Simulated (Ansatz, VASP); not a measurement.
# One calculation of Bi2Se3, two programs

Contents of INCAR:

```
SYSTEM = Bi2Se3
ALGO = Normal ; EDIFF = 1E-6
ENCUT = 520 ; GGA = RE
ISIF = 2 ; ISMEAR = 0
LASPH = .TRUE. ; LCHARG = .TRUE.
LELF = .TRUE. ; LREAL = .FALSE.
LVHAR = .TRUE. ; LWAVE = .FALSE.
NBANDS = 32 ; NELM = 100
PREC = Accurate ; SIGMA = 0.01
```

The input KPOINTS:

```
k-points
0
G
  6 6 6
  0 0 0
```

POSCAR

```
Bi2Se3
1.0
    2.0715000000      1.1959810000      9.5453330000
   -2.0715000000      1.1959810000      9.5453330000
    0.0000000000     -2.3919620000      9.5453330000
Bi Se
2 3
Direct
    0.4008000000      0.4008000000      0.4008000000
    0.5992000000      0.5992000000      0.5992000000
    0.0000000000      0.0000000000      0.0000000000
    0.2117000000      0.2117000000      0.2117000000
    0.7883000000      0.7883000000      0.7883000000
```

Input for Ansatz:

```yaml
crystal:
  lattice:
    - [2.0715, 1.195981, 9.545333]
    - [-2.0715, 1.195981, 9.545333]
    - [0.0, -2.391962, 9.545333]
  atoms:
    - { symbol: Bi, position: [0.4008, 0.4008, 0.40079999999999993] }
    - { symbol: Bi, position: [0.5992, 0.5992, 0.5991999999999998] }
    - { symbol: Se, position: [0.0, 0.0, 0.0] }
    - { symbol: Se, position: [0.21169999999999997, 0.2117, 0.2117] }
    - { symbol: Se, position: [0.7882999999999999, 0.7883, 0.7883] }
kpoints:
  mp_grid:
    grid: [6, 6, 6]
hamiltonian:
  xc: revpbe
scf:
  occupations:
    method: fixed
output:
  eigenvalues: true
```

Alike in both runs: task single point; functional revPBE; k mesh 6 × 6 × 6; no spin polarisation.

|  | VASP | Ansatz |
| --- | --- | --- |
| version | VASP 6.6.1 | Ansatz 0.2.0 |
| potentials or method | VASP PAW PBE potentials, release 64 (Bi_d, Se) | plane waves, PAW |
| plane-wave cutoff (eV) | 520 | 420 |
| occupations | gaussian, width 0.01 eV | fixed |
| valence electrons in the cell | 48 | 78 |

Ansatz gave:

* gap on the k mesh at the Fermi level (eV): 0.28

Q: Estimate VASP's values.

A: gap on the k mesh at the Fermi level (eV): 0.27.

VASP's potentials were made for PBE, not for revPBE. VASP's potentials hold 48 valence electrons a cell and Ansatz's 78, so a difference there can come from the potentials and not from the codes.

Spin-orbit coupling is off throughout.
